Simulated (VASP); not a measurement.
# CaHf4 in VASP: notebook, part 2 of 2

VASP 6.6.1. Earlier steps stand in the parts before.

**4. Single point, PBE**

This run uses another cell than the first one, of 31.48 Å³/atom.

File INCAR:

```
SYSTEM = CaHf4
ALGO = Fast
EDIFF = 1E-6
ENCUT = 520
GGA = PE
ISIF = 2
ISMEAR = 0
LASPH = .TRUE.
LCHARG = .FALSE.
LREAL = .FALSE.
LWAVE = .FALSE.
NBANDS = 33
NELM = 60
PREC = Accurate
SIGMA = 0.1
```

File KPOINTS:

```
k-points
0
G
  6 6 8
  0 0 0
```

File POSCAR:

```
CaHf4
1.0
    5.9241179580      0.0000000000      0.0000000000
   -2.9620589790      5.1304366466      0.0000000000
    0.0000000000      0.0000000000      5.1784270355
Ca Hf
1 4
Direct
    0.0000000000      0.0000000000      0.5000000000
    0.5000000000      0.0000000000      0.5000000000
    0.0000000000      0.5000000000      0.5000000000
    0.5000000000      0.5000000000      0.5000000000
    0.0000000000      0.0000000000      0.0000000000
```

Potentials or basis: VASP PAW PBE potentials, release 64 (Ca_sv, Hf_pv).

The run is started by

```console
$ cat potpaw_PBE.64/Ca_sv/POTCAR potpaw_PBE.64/Hf_pv/POTCAR > POTCAR
$ mpirun -np 1 vasp_std > vasp.out
```

OUTCAR:

```text
SYSTEM = CaHf4
   EDIFF = 1E-6
   ENCUT = 520
   GGA = PE
   ISIF = 2
   ISMEAR = 0
   LASPH = .TRUE.
   LREAL = .FALSE.
   NELM = 60
   PREC = Accurate

 ion  position               nearest neighbor table
   1  0.000  0.000  0.500-   5 2.59   5 2.59   3 2.96   4 2.96   3 2.96   4 2.96   2 2.96   2 2.96

   2  0.500  0.000  0.500-   3 2.96   4 2.96   4 2.96   3 2.96   1 2.96   1 2.96
   3  0.000  0.500  0.500-   1 2.96   2 2.96   1 2.96   2 2.96   4 2.96   4 2.96
   4  0.500  0.500  0.500-   1 2.96   2 2.96   2 2.96   1 2.96   3 2.96   3 2.96
   5  0.000  0.000  0.000-   1 2.59   1 2.59

  LATTYP: Found a hexagonal cell.
 ALAT       =     5.9241179580
 C/A-ratio  =     0.8741262534

  Lattice vectors:

 A1 = (   5.9241179580,   0.0000000000,   0.0000000000)
 A2 = (  -2.9620589790,   5.1304366466,   0.0000000000)
 A3 = (   0.0000000000,   0.0000000000,   5.1784270355)

Analysis of symmetry for initial positions (statically):
=====================================================================
 Subroutine PRICEL returns:
 Original cell was already a primitive cell.

 Routine SETGRP: Setting up the symmetry group for a
 hexagonal supercell.

 Subroutine GETGRP returns: Found 24 space group operations
 (whereof 24 operations were pure point group operations)
 out of a pool of 24 trial point group operations.

The static configuration has the point symmetry D_6h.

Analysis of symmetry for dynamics (positions and initial velocities):
=====================================================================
 Subroutine PRICEL returns:
 Original cell was already a primitive cell.

 Routine SETGRP: Setting up the symmetry group for a
 hexagonal supercell.

 Subroutine GETGRP returns: Found 24 space group operations
 (whereof 24 operations were pure point group operations)
 out of a pool of 24 trial point group operations.

[... 126 lines left out ...]
     AMIX_MAG =   1.60;   BMIX_MAG =  1.00
  volume/ion in A,a.u.               =      31.48       212.42
  Fermi-wavevector in a.u.,A,eV,Ry     =   1.117051  2.110920 16.977379  1.247802
  Thomas-Fermi vector in A             =   2.253670
   LORBIT       =      0    0 simple, 1 ext, 2 COOP (PROOUT), +10 PAW based schemes
   GGA     = PE    functional components
   LHFCALC =     F    Hartree Fock is set to
   AEXX    =    0.0000 exact exchange contribution
   IVDW    =     0    specifies the selected vdW correction
   LEPSILON=     F    determine dielectric tensor
   LRPA    =     F    only Hartree local field effects (RPA)
 non-spin polarized calculation
 RMM-DIIS sequential band-by-band and
 Gauss-broadening in eV      SIGMA  =   0.10
  energy-cutoff  :      520.00
  volume of cell :      157.39
 maximum number of plane-waves:      4257
 NGX is ok and might be reduce to    48
   NGX = 21   NGY = 21   NGZ = 19

 number of electron      50.0000003 magnetization

 Free energy of the ion-electron system (eV)
  ---------------------------------------------------
  ext. energy  EPLUGINS =         0.00000000
  ---------------------------------------------------
  free energy    TOTEN  =       -32.39406958 eV

  energy without entropy =      -32.35402656  energy(sigma->0) =      -32.37404807

 E-fermi :   2.3164     XC(G=0):  -9.2697

 val. band max:        2.3084415417   @ k =   0.1667   0.1667   0.0000
 cond. band min:       2.3247325182   @ k =   0.3333   0.1667   0.0000
 fundamental gap:      0.0162909765
 Fermi energy:         2.3164260790

 k-point     1 :       0.0000    0.0000    0.0000
  band No.  band energies     occupation
      1     -37.0891      2.00000
      2     -29.6055      2.00000
      3     -29.5799      2.00000
      4     -29.5799      2.00000
      5     -28.8895      2.00000
      6     -28.6876      2.00000
[... 853 lines left out ...]
     32       4.1117      0.00000
     33       4.9175      0.00000

 [... further k-points ...]

------------------------ aborting loop because EDIFF is reached ----------------------------------------

  FORCE on cell =-STRESS in cart. coord.  units (eV):
  Direction    XX          YY          ZZ          XY          YZ          ZX
  --------------------------------------------------------------------------------------
  -------------------------------------------------------------------------------------
  Total       -0.2137683     -0.2137683     -0.1799431      0.0000000     -0.0000000      0.0000000
  in kB       -2.1760953     -2.1760953     -1.8317653      0.0000000     -0.0000000      0.0000000
  external PRESSURE =      -2.0613186 kB  Pullay stress =       0.0000000 kB

 VOLUME and BASIS-vectors are now :
 -----------------------------------------------------------------------------
  energy-cutoff  :      520.00
  volume of cell :      157.39
      direct lattice vectors                 reciprocal lattice vectors
     5.924117958  0.000000000  0.000000000     0.168801500  0.097457592  0.000000000
    -2.962058979  5.130436647  0.000000000     0.000000000  0.194915183  0.000000000
     0.000000000  0.000000000  5.178427036     0.000000000  0.000000000  0.193108833

 POSITION                                       TOTAL-FORCE (eV/Angst)
 -----------------------------------------------------------------------------------
      0.00000      0.00000      2.58921         0.000000      0.000000      0.000000
      2.96206      0.00000      2.58921        -0.000000      0.000000      0.000000
     -1.48103      2.56522      2.58921         0.000000      0.000000      0.000000
      1.48103      2.56522      2.58921         0.000000      0.000000      0.000000
      0.00000      0.00000      0.00000        -0.000000      0.000000      0.000000
 -----------------------------------------------------------------------------------
    total drift:                                0.000000      0.000000     -0.000000

  FREE ENERGIE OF THE ION-ELECTRON SYSTEM (eV)
  ---------------------------------------------------
  free  energy   TOTEN  =       -32.3940695812 eV

  energy  without entropy=      -32.3540265606  energy(sigma->0) =      -32.37404807
```

OSZICAR:

```text
N       E                     dE             d eps       ncg     rms          rms(c)
DAV:   1     0.269916339750E+03    0.26992E+03   -0.26807E+04  2462   0.139E+03
DAV:   2    -0.180957659412E+02   -0.28801E+03   -0.27798E+03  2615   0.361E+02
DAV:   3    -0.369491294534E+02   -0.18853E+02   -0.17980E+02  3852   0.571E+01
[... 23 lines left out ...]
RMM:  27    -0.323940643077E+02   -0.23499E-05   -0.24700E-05  1622   0.909E-03    0.656E-03
RMM:  28    -0.323940662026E+02   -0.18949E-05   -0.23380E-05  2028   0.105E-02    0.201E-03
RMM:  29    -0.323940675103E+02   -0.13077E-05   -0.13790E-05  1504   0.750E-03    0.179E-03
RMM:  30    -0.323940687803E+02   -0.12700E-05   -0.12894E-05  1390   0.607E-03    0.232E-03
RMM:  31    -0.323940695812E+02   -0.80093E-06   -0.82871E-06  1184   0.515E-03
   1 F= -.32394070E+02 E0= -.32374048E+02  d E =-.400430E-01
```

Wall time 4.1 min (1 thread of Intel Xeon 6975P-C (Granite Rapids), shared host); peak memory 0.39 GiB.

What came out:

| Item | Value |
| --- | --- |
| Free energy | -32.3941 eV |
| Pressure | -0.2 GPa |
| Band gap on the k mesh | zero (bands 25 and 26 overlap by 0.60 eV) |

Levels at points of the mesh, in eV from the Fermi level:
```tsv
k point	band 22	band 23	band 24	band 25	band 26	band 27	band 28	band 29
(0.00, 0.00, 0.00)	-1.68	-1.15	-0.75	-0.42	0.50	0.50	1.62	1.73
(0.50, 0.00, 0.00)	-0.68	-0.49	-0.31	-0.21	-0.10	0.14	0.16	0.27
(0.00, 0.00, 0.50)	-1.09	-0.99	-0.99	0.18	0.18	0.71	0.71	0.78
(0.50, 0.00, 0.50)	-0.88	-0.58	-0.45	0.02	0.26	0.35	0.51	1.58
```

Caveat: spin-orbit coupling is left out, which moves the levels of the heavy elements.

**5. The runs side by side**

| cell | k mesh | further INCAR settings | gap on the mesh (eV) | pressure (GPa) |
| --- | --- | --- | --- | --- |
| a = 5.921, b = 5.921, c = 5.121 Å, angles 90.0, 90.0, 120.0°, 5 atoms | 6 × 6 × 4 | ALGO = Fast; EDIFF = 1e-07; NBANDS = 33 | none | 0.0 |
| a = 5.924, b = 5.924, c = 5.178 Å, angles 90.0, 90.0, 120.0°, 5 atoms | 6 × 6 × 8 | ALGO = Fast; EDIFF = 1e-07; NBANDS = 33 | none | -0.2 |
| a = 5.924, b = 5.924, c = 5.178 Å, angles 90.0, 90.0, 120.0°, 5 atoms | 6 × 6 × 8 | ALGO = Fast; EDIFF = 1e-06; NBANDS = 33 | none | -0.2 |

Alike in all rows: task single point; level PBE; potentials or basis VASP PAW PBE potentials, release 64 (Ca_sv, Hf_pv); no spin polarisation; cutoff (eV) 520; smearing gaussian 0.1 eV.

Caveats: spin-orbit coupling is left out, which moves the levels of the heavy elements.

Total energies depend on the potentials used, so only differences within one code and one set of settings carry meaning.
